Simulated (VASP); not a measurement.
PIr (zincblende type):

```xyz
2
Lattice="0.0000 2.5857 2.5857 2.5857 0.0000 2.5857 2.5857 2.5857 0.0000" Properties=species:S:1:pos:R:3 pbc="T T T"
Ir    0.0000    0.0000    0.0000
P     1.2928    1.2928    1.2928
```

Base run:

```yaml
Program: VASP 6.6.1
Functional: LDA
Potentials_or_basis: VASP PAW LDA potentials, release 64 (Ir, P)
Cutoff: 520 eV
k_mesh: 12 × 12 × 12
Occupations: fermi-dirac, width 0.05 eV
Spin: no spin polarisation
```

Its results: band gap on the k mesh zero (band 7 reaches 11.08 eV, above the bottom of band 8 at 6.70 eV); pressure 1.1 GPa.

Task: The run is repeated on the same cell with these changes: potentials or basis from VASP PAW LDA potentials, release 64 (Ir, P) to VASP PAW LDA potentials, release 64 (Ir_sv_GW, P); cutoff from 520 eV to 500 eV; further incar settings from ALGO = Normal; EDIFF = 1e-07; NBANDS = 14 to ALGO = Normal; EDIFF = 1e-06; NBANDS = 18; valence electrons from 14 to 22. What comes out?

Result: Band gap on the k mesh zero (band 11 reaches 11.99 eV, above the bottom of band 12 at 7.67 eV); pressure -0.9 GPa.

Caveats: spin-orbit coupling is left out, which moves the levels of the heavy elements.
